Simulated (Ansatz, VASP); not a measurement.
Ta4O: VASP beside Ansatz

```xyz
5
Lattice="3.2015 0.0000 0.0000 0.0000 3.2015 0.0000 0.0000 0.0000 7.3302" Properties=species:S:1:pos:R:3 pbc="T T T"
Ta    0.0000    0.0000    3.6651
Ta    1.6008    1.6008    5.7380
Ta    1.6008    1.6008    1.5922
Ta    0.0000    0.0000    0.0000
O     1.6008    1.6008    3.6651
```

Alike in both runs: functional PBEsol; dispersion D4; k mesh 12 × 12 × 6; occupations gaussian, width 0.1 eV; no spin polarisation.

Ansatz relaxed the structure, and its values are those at the end. VASP's run is a single point on that final structure, the one shown.

|  | VASP | Ansatz |
| --- | --- | --- |
| version | VASP 6.6.1 | Ansatz 0.2.0 |
| potentials or method | VASP PAW PBE potentials, release 64 (Ta_pv, O), cutoff 520 eV | scalar-relativistic, plane waves, PAW |
| valence electrons in the cell | 50 | 58 |

Ansatz gave:

```
gap on the k mesh at the Fermi level (eV) : none
pressure (GPa)                            : 0.0
rms of the force components (eV/Å)        : 0.000
```

What did VASP give for the same quantities?

gap on the k mesh at the Fermi level (eV): none; pressure (GPa): 0.4; rms of the force components (eV/Å): 0.014.

VASP's potentials were made for PBE, not for PBEsol. A gap of «none» marks a metal or a gap that the smearing closes. VASP's potentials hold 50 valence electrons a cell and Ansatz's 58, so a difference there can come from the potentials and not from the codes.

Neither program's run includes spin-orbit coupling.
